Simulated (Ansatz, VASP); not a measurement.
## SnO2 in VASP and in Ansatz

```
CELL_PARAMETERS angstrom
1.61677 0.93344 4.91826
-1.61677 0.93344 4.91826
0.00000 -1.86688 4.91826
ATOMIC_POSITIONS crystal
Sn 0.50984 0.49016 0.50000
O 0.19839 0.27138 0.23488
O 0.72862 0.80161 0.76512
```

Change from the starting cell: mode 4 frozen in at -0.118 Å, equal normal strain along x, y and z +0.0000.

Alike in both runs: task single point; functional PBE; k mesh 12 × 12 × 12; occupations gaussian, width 0.05 eV; no spin polarisation.

```csv
,VASP,Ansatz
version,VASP 6.6.1,Ansatz 0.2.0
potentials or method,"VASP PAW PBE potentials, release 64 (Sn_d, O), cutoff 520 eV","scalar-relativistic, plane waves, PAW"
valence electrons in the cell,26,26
```

|  | VASP | Ansatz | Ansatz less VASP |
| --- | --- | --- | --- |
| gap on the k mesh at the Fermi level (eV) | 1.99 | 2.01 | +0.024 |
| least direct gap on the mesh (eV) | 2.15 | 2.17 | +0.018 |
| pressure (GPa) | 2.8 | 2.2 | -0.59 |
| traceless stress, the component that is largest in VASP (GPa) | 2.25 | 2.21 | -0.044 |
| rms of the force components (eV/Å) | 0.914 | 0.886 | -0.0284 |

Atom by atom the forces differ by 0.037 eV/Å (rms over components).
